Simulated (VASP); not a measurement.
# P (P4/mmm) in VASP: notebook

The runs below take P through single point, with r2SCAN.

All numbers are computed with VASP 6.6.1; they aren't measurements. Logs are shortened: lines on timing, memory, paths and dates and some standing lists are left out, and cuts for length are marked.

### Step 1. The cell of the first run

The typed cell holds 1 atom: a = 4.273 Å, b = 4.273 Å, c = 4.269 Å, α = 90.00°, β = 90.00°, γ = 90.00°.

### Step 2. Single point, r2SCAN (strain +0.000 along x and y, -0.025 along z)

POSCAR reads:

```
P
1.0
    4.2729048574      0.0000000000      0.0000000000
    0.0000000000      4.2729048574      0.0000000000
    0.0000000000      0.0000000000      4.2685500000
P
1
Direct
    0.0000000000      0.0000000000      0.0000000000
```

INCAR.step1 reads:

```
SYSTEM = P
  PREC = Accurate
  ENCUT = 520
  ISMEAR = 0
  SIGMA = 0.15
  LREAL = .False.
  LASPH = .True.
  NELM = 100
  NBANDS = 8
  GGA = PE
  ALGO = Normal
  EDIFF = 1E-4
  LWAVE = .True.
  LCHARG = .False.
```

INCAR.step2 reads:

```
SYSTEM = P
  PREC = Accurate
  ENCUT = 520
  EDIFF = 1E-6
  ISMEAR = 0
  SIGMA = 0.15
  LREAL = .False.
  LASPH = .True.
  NELM = 100
  ALGO = Normal
  ISIF = 2
  LWAVE = .False.
  LCHARG = .True.
  METAGGA = R2SCAN
  LMIXTAU = .True.
  LELF = .True.
  LVHAR = .True.
  NBANDS = 8
  ISTART = 1
```

KPOINTS reads:

```
Automatic mesh
0
Gamma
  12 12 12
  0 0 0
```

Potentials or basis: VASP PAW PBE potentials, release 64 (P).

Run with:

```bash
> cat potpaw_PBE.64/P/POTCAR > POTCAR
> cp INCAR.step1 INCAR
> mpirun -np 1 vasp_std > vasp.out
> cp INCAR.step2 INCAR
> mpirun -np 1 vasp_std > vasp.out
```

OUTCAR:

```text
SYSTEM = P
   PREC = Accurate
   ENCUT = 520
   EDIFF = 1E-6
   ISMEAR = 0
   LREAL = .False.
   LASPH = .True.
   NELM = 100
   ISIF = 2
   METAGGA = R2SCAN
   ISTART = 1

 ion  position               nearest neighbor table
   1  0.000  0.000  0.000-

  LATTYP: Found a simple tetragonal cell.
 ALAT       =     4.2729048574
 C/A-ratio  =     0.9989808204

  Lattice vectors:

 A1 = (   4.2729048574,   0.0000000000,   0.0000000000)
 A2 = (   0.0000000000,   4.2729048574,   0.0000000000)
 A3 = (   0.0000000000,   0.0000000000,   4.2685500000)

Analysis of symmetry for initial positions (statically):
=====================================================================
 Subroutine PRICEL returns:
 Original cell was already a primitive cell.

 Routine SETGRP: Setting up the symmetry group for a
 simple tetragonal supercell.

 Subroutine GETGRP returns: Found 16 space group operations
 (whereof 16 operations were pure point group operations)
 out of a pool of 16 trial point group operations.

The static configuration has the point symmetry D_4h.

Analysis of symmetry for dynamics (positions and initial velocities):
=====================================================================
 Subroutine PRICEL returns:
 Original cell was already a primitive cell.

 Routine SETGRP: Setting up the symmetry group for a
 simple tetragonal supercell.

 Subroutine GETGRP returns: Found 16 space group operations
 (whereof 16 operations were pure point group operations)
 out of a pool of 16 trial point group operations.

The dynamic configuration has the point symmetry D_4h.

 Subroutine INISYM returns: Found 16 space group operations
 (whereof 16 operations are pure point group operations),
 and found     1 'primitive' translations

----------------------------------------------------------------------------------------

                                     Primitive cell

  volume of cell :      77.9340

  direct lattice vectors                    reciprocal lattice vectors
     4.272904857  0.000000000  0.000000000     0.234032826  0.000000000  0.000000000
     0.000000000  4.272904857  0.000000000     0.000000000  0.234032826  0.000000000
     0.000000000  0.000000000  4.268550000     0.000000000  0.000000000  0.234271591

  length of vectors
     4.272904857  4.272904857  4.268550000     0.234032826  0.234032826  0.234271591

  position of ions in fractional coordinates (direct lattice)
     0.000000000  0.000000000  0.000000000

  ion indices of the primitive-cell ions
   primitive index   ion index
                 1           1

----------------------------------------------------------------------------------------

 KPOINTS: Automatic mesh

Automatic generation of k-mesh.
 Grid dimensions read from file:
 generate k-points for:   12   12   12

 Generating k-lattice:

  Cartesian coordinates                     Fractional coordinates (reciprocal lattice)
     0.019502736  0.000000000  0.000000000     0.083333333  0.000000000  0.000000000
     0.000000000  0.019502736  0.000000000     0.000000000  0.083333333  0.000000000
     0.000000000  0.000000000  0.019522633     0.000000000  0.000000000  0.083333333

  Length of vectors
     0.019502736  0.019502736  0.019522633

  Shift w.r.t. Gamma in fractional coordinates (k-lattice)
     0.000000000  0.000000000  0.000000000

 Subroutine IBZKPT returns following result:
 ===========================================

 Found    196 irreducible k-points:

 Following reciprocal coordinates:
            Coordinates               Weight
  0.000000  0.000000  0.000000      1.000000
  0.083333  0.000000  0.000000      4.000000
  0.166667  0.000000  0.000000      4.000000
  0.250000  0.000000  0.000000      4.000000
  0.333333  0.000000  0.000000      4.000000
  0.416667  0.000000  0.000000      4.000000
[... 16 lines left out ...]
  0.333333  0.333333  0.000000      4.000000
  0.416667  0.333333  0.000000      8.000000
 [... further k-points ...]
   k-points           NKPTS =    196   k-points in BZ     NKDIM =    196   number of bands    NBANDS=      8
   number of dos      NEDOS =    301   number of ions     NIONS =      1
   total plane-waves  NPLWV =  32768
   dimension x,y,z NGX =    32 NGY =   32 NGZ =   32
   dimension x,y,z NGXF=    64 NGYF=   64 NGZF=   64
   ions per type =               1
   NGX,Y,Z   is equivalent  to a cutoff of  12.45, 12.45, 12.46 a.u.
   NGXF,Y,Z  is equivalent  to a cutoff of  24.90, 24.90, 24.93 a.u.
 SYSTEM =  P
   PREC   = accura    normal or accurate (medium, high low for compatibility)
   ISTART =      1    job   : 0-new  1-cont  2-samecut
   ICHARG =      0    charge: 1-file 2-atom 10-const
   ISPIN  =      1    spin polarized calculation?
   LNONCOLLINEAR =      F non collinear calculations
   LSORBIT =      F    spin-orbit coupling
   LASPH  =      T    aspherical Exc in radial PAW
   ENCUT  =  520.0 eV  38.22 Ry    6.18 a.u.   7.94  7.94  7.94*2*pi/ulx,y,z
   NELM   =    100;   NELMIN=  2; NELMDL=  0     # of ELM steps
   EDIFF  = 0.1E-05   stopping-criterion for ELM
   LREAL  =      F    real-space projection
   EDIFFG = 0.1E-04   stopping-criterion for IOM
   NSW    =      0    number of steps for IOM
   IBRION =     -1    ionic relax: 0-MD 1-quasi-New 2-CG
   NFREE  =      0    steps in history (QN), initial steepest desc. (CG)
   ISIF   =      2    stress and relaxation
   ISYM   =      2    0-nonsym 1-usesym 2-fastsym
   POTIM  = 0.5000    time-step for ionic-motion
   TEBEG  =    0.0;   TEEND  =   0.0 temperature during run
   PSTRESS=    0.0 pullay stress
   NELECT =       5.0000    total number of electrons
   NUPDOWN=      -1.0000    fix difference up-down
   EMIN   =  10.00;   EMAX   =-10.00  energy-range for DOS
   EFERMI =   0.00;   METHOD = LEGACY
   ISMEAR =     0;   SIGMA  =   0.15  broadening in eV -4-tet -1-fermi 0-gaus
   EFERMI_NEDOS =   21; number of points for ismear=-14 and -15
   IALGO  =     38    algorithm
   IMIX   =      4    mixing-type and parameters
     AMIX     =   0.40;   BMIX     =  1.00
     AMIX_MAG =   1.60;   BMIX_MAG =  1.00
  volume/ion in A,a.u.               =      77.93       525.92
  Fermi-wavevector in a.u.,A,eV,Ry     =   0.655374  1.238477  5.843908  0.429515
  Thomas-Fermi vector in A             =   1.726229
   LORBIT       =      0    0 simple, 1 ext, 2 COOP (PROOUT), +10 PAW based schemes
   METAGGA = R2SCAN    functional components
   LHFCALC =     F    Hartree Fock is set to
   AEXX    =    0.0000 exact exchange contribution
   IVDW    =     0    specifies the selected vdW correction
   LEPSILON=     F    determine dielectric tensor
   LRPA    =     F    only Hartree local field effects (RPA)
 non-spin polarized calculation
 Gauss-broadening in eV      SIGMA  =   0.15
  energy-cutoff  :      520.00
  volume of cell :       77.93
 maximum number of plane-waves:      2176
 NGX is ok and might be reduce to    32
   NGX = 15   NGY = 15   NGZ = 15

 number of electron       4.9999998 magnetization

 Free energy of the ion-electron system (eV)
  ---------------------------------------------------
  ext. energy  EPLUGINS =         0.00000000
  ---------------------------------------------------
  free energy    TOTEN  =        -4.37663737 eV

  energy without entropy =       -4.34194047  energy(sigma->0) =       -4.35928892

 E-fermi :  -3.1668     XC(G=0):  -5.2773

 val. band max:       -3.1734847101   @ k =   0.2500   0.1667   0.3333
 cond. band min:      -3.1663339574   @ k =   0.4167   0.2500   0.0833
 fundamental gap:      0.0071507526
 Fermi energy:        -3.1667643844

 k-point     1 :       0.0000    0.0000    0.0000
  band No.  band energies     occupation
      1     -12.3755      2.00000
      2      -2.6035      0.00000
      3      -2.6035      0.00000
      4      -2.5983      0.00000
      5       1.9059      0.00000
      6       4.9362      0.00000
      7       4.9400      0.00000
      8       9.8000      0.00000

 k-point     2 :       0.0833    0.0000    0.0000
  band No.  band energies     occupation
      1     -12.3637      2.00000
      2      -2.7295      0.00004
      3      -2.5936      0.00000
      4      -2.5884      0.00000
      5       2.0284      0.00000
      6       4.9784      0.00000
      7       5.0564      0.00000
      8       9.3264      0.00000

 k-point     3 :       0.1667    0.0000    0.0000
  band No.  band energies     occupation
      1     -12.3310      2.00000
      2      -3.0427      0.24218
      3      -2.5662      0.00000
      4      -2.5611      0.00000
      5       2.3407      0.00000
      6       5.0922      0.00000
      7       5.3480      0.00000
      8       8.6419      0.00000

 k-point     4 :       0.2500    0.0000    0.0000
  band No.  band energies     occupation
      1     -12.2852      2.00000
      2      -3.4171      1.98174
      3      -2.5282      0.00000
      4      -2.5232      0.00000
      5       2.7528      0.00000
      6       5.2651      0.00000
      7       5.5752      0.00000
      8       8.0426      0.00000

 k-point     5 :       0.3333    0.0000    0.0000
  band No.  band energies     occupation
      1     -12.2381      2.00000
      2      -3.7493      2.00000
      3      -2.4893      0.00000
      4      -2.4844      0.00000
      5       3.2153      0.00000
      6       5.4509      0.00000
      7       5.4657      0.00000
      8       7.5824      0.00000
[... 177 lines left out ...]
 k-point    22 :       0.5000    0.2500    0.0000
  band No.  band energies     occupation
      1     -12.1054      2.00000
      2      -3.9051      2.00000
      3      -3.1620      0.96401
      4      -2.3776      0.00000
      5       3.7828      0.00000
      6       4.8882      0.00000
      7       6.6780      0.00000
      8       7.0137      0.00000

 k-point    23 :       0.3333    0.3333    0.0000
  band No.  band energies     occupation
      1     -12.1076      2.00000
      2      -3.5781      1.99989
      3      -3.5026      1.99845
      4      -2.3795      0.00000
      5       3.5639      0.00000
      6       5.0473      0.00000
      7       6.9055      0.00000
      8       7.1838      0.00000

 k-point    24 :       0.4167    0.3333    0.0000
  band No.  band energies     occupation
      1     -12.0741      2.00000
      2      -3.7534      2.00000
      3      -3.4834      1.99716
      4      -2.3529      0.00000
      5       3.4264      0.00000
      6       5.1954      0.00000
      7       7.0431      0.00000
      8       7.2124      0.00000

 [... further k-points ...]
[... 5 lines left out ...]
  --------------------------------------------------------------------------------------
  -------------------------------------------------------------------------------------
  Total       -2.0403315     -2.0403315     -2.0488244      0.0000000      0.0000000      0.0000000
  in kB      -41.9454157    -41.9454157    -42.1200137      0.0000000      0.0000000      0.0000000
  external PRESSURE =     -42.0036150 kB  Pullay stress =       0.0000000 kB

 VOLUME and BASIS-vectors are now :
 -----------------------------------------------------------------------------
  energy-cutoff  :      520.00
  volume of cell :       77.93
      direct lattice vectors                 reciprocal lattice vectors
     4.272904857  0.000000000  0.000000000     0.234032826  0.000000000  0.000000000
     0.000000000  4.272904857  0.000000000     0.000000000  0.234032826  0.000000000
     0.000000000  0.000000000  4.268550000     0.000000000  0.000000000  0.234271591

 POSITION                                       TOTAL-FORCE (eV/Angst)
 -----------------------------------------------------------------------------------
      0.00000      0.00000      0.00000         0.000000      0.000000      0.000000
 -----------------------------------------------------------------------------------
    total drift:                               -0.000000     -0.000000      0.000000

  FREE ENERGIE OF THE ION-ELECTRON SYSTEM (eV)
  ---------------------------------------------------
  free  energy   TOTEN  =        -4.3766373747 eV

  energy  without entropy=       -4.3419404697  energy(sigma->0) =       -4.35928892
```

Run time: 9.4 min. Hardware: 1 thread of AMD EPYC 7R13, shared host; peak memory 0.22 GiB.

Results:

```
Free energy : -4.3766 eV
Pressure    : -4.2 GPa
```

Levels at points of the mesh, in eV from the Fermi level:
```
           k point  band 1  band 2  band 3  band 4  band 5
(0.00, 0.00, 0.00)   -9.21    0.56    0.56    0.57    5.07
(0.50, 0.00, 0.00)   -9.02   -0.88    0.72    0.72    7.17
(0.50, 0.50, 0.00)   -8.85   -0.58   -0.58    0.86    6.14
(0.00, 0.00, 0.50)   -9.02   -0.89    0.72    0.72    7.17
(0.50, 0.00, 0.50)   -8.85   -0.58   -0.57    0.86    6.15
(0.50, 0.50, 0.50)   -8.69   -0.33   -0.32   -0.32    7.42
```

Caveat: the cell differs from its parent crystal (strain +0.000 along x and y, -0.025 along z); the PAW data sets were made with another functional, which shifts forces and pressure a little.

(Part 1 of 2 ends here.)
